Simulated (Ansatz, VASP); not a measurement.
**Cu: VASP beside Ansatz**

The input POSCAR:

```
Cu
1.0
    2.5170887971      0.0000000000      0.0000000000
   -1.2585443986      2.1798628419      0.0000000000
    0.0000000000      0.0000000000      4.0849690207
Cu
2
Direct
    0.6666666667      0.3333333333      0.7500000000
    0.3333333333      0.6666666667      0.2500000000
```

INCAR.step1

```
SYSTEM = Cu
PREC = Accurate
ENCUT = 770
ISMEAR = -1
SIGMA = 0.05
LREAL = .False.
LASPH = .True.
NELM = 120
NBANDS = 26
GGA = PE
ALGO = Normal
EDIFF = 1E-5
LWAVE = .True.
LCHARG = .False.
GGA_COMPAT = .False.
```

File INCAR.step2:

```
SYSTEM = Cu
PREC = Accurate
ENCUT = 770
EDIFF = 1E-6
ISMEAR = -1
SIGMA = 0.05
LREAL = .False.
LASPH = .True.
NELM = 120
ALGO = Normal
ISIF = 2
LWAVE = .False.
LCHARG = .True.
METAGGA = R2SCAN
LMIXTAU = .True.
LELF = .True.
LVHAR = .True.
NBANDS = 26
ISTART = 1
GGA_COMPAT = .False.
```

The input KPOINTS:

```
regular mesh
0
Gamma
  12 12 7
  0 0 0
```

File input.yaml:

```yaml
crystal:
  lattice:
    - [2.5170887971, 0.0, 0.0]
    - [-1.2585443986, 2.1798628419, 0.0]
    - [0.0, 0.0, 4.0849690207]
  atoms:
    - { symbol: Cu, position: [0.6666666667, 0.3333333333, 0.75] }
    - { symbol: Cu, position: [0.3333333333, 0.6666666667, 0.25] }
hamiltonian:
  xc: r2scan
  pseudopotentials: { kind: paw }
kpoints:
  mp_grid: { grid: [12, 12, 7] }
scf:
  occupations: { method: fermi_dirac, width: 0.05 }
output:
  forces: true
  stress: true
  eigenvalues: true
  write_density: true
  write_potential: true
  elf: true
  volumetric_format: npy
```

Alike in both runs: task single point; functional r2SCAN; k mesh 12 × 12 × 7; occupations fermi-dirac, width 0.05 eV; no spin polarisation.

|  | VASP | Ansatz |
| --- | --- | --- |
| version | VASP 6.6.1 | Ansatz 0.2.0 |
| potentials or method | VASP PAW PBE potentials, release 64 (Cu_sv_GW) | Ansatz PAW |
| plane-wave cutoff (eV) | 770 | 500 |
| valence electrons in the cell | 38 | 38 |

Ansatz gave:

```
gap on the k mesh at the Fermi level (eV)                     : none
pressure (GPa)                                                : 3.9
traceless stress, the component that is largest in VASP (GPa) : 0.28
```

Task: Which values does VASP return?

Result: gap on the k mesh at the Fermi level (eV): none; pressure (GPa): 0.1; traceless stress, the component that is largest in VASP (GPa): 0.34.

VASP's potentials were made for PBE, not for r2SCAN. A gap of «none» marks a metal or a gap that the smearing closes. With one functional, cell and mesh, what is left measures potentials, basis and numerics.
